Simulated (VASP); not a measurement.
## BP: single point with r2SCAN

The system is BP.

```
CELL_PARAMETERS angstrom
3.20407 0.00000 0.00000
-1.60204 2.77481 0.00000
0.00000 0.00000 8.44545
ATOMIC_POSITIONS crystal
B 0.33333 0.66667 0.25000
B 0.66667 0.33333 0.75000
P 0.33333 0.66667 0.75000
P 0.66667 0.33333 0.25000
```

```json
{
 "Program": "VASP 6.6.1",
 "Task": "single point",
 "Functional": "r2SCAN",
 "Potentials or basis": "VASP PAW PBE potentials, release 64 (B, P)",
 "Cutoff": "520 eV",
 "k mesh": "12 × 12 × 4",
 "Occupations": "gaussian, width 0.02 eV",
 "Spin": "no spin polarisation"
}
```

```
Pressure               : -0.4 GPa
Band gap on the k mesh : 1.07 eV
```

Stress tensor (GPa, compression positive):
```
-0.51  0.00  0.00
 0.00 -0.51  0.00
 0.00  0.00 -0.05
```

Levels at points of the mesh, in eV from the valence-band top:
```
           k point  band 6  band 7  band 8  band 9  band 10  band 11
(0.00, 0.00, 0.00)   -1.75   -1.72   -1.72    3.59     4.99     4.99
(0.50, 0.00, 0.00)   -3.81   -1.55   -0.59    1.13     2.30     3.11
(0.00, 0.00, 0.50)   -1.73   -1.73   -1.73    5.03     5.03     5.03
(0.50, 0.00, 0.50)   -3.84   -1.10   -1.10    1.62     1.62     3.20
```

Wall time 3.5 min on 1 thread of Intel Xeon 8259CL, with other jobs on the host, peak memory 0.22 GiB.

Caveat: the PAW data sets were made with another functional, which shifts forces and pressure a little. A k mesh can miss the band edges.
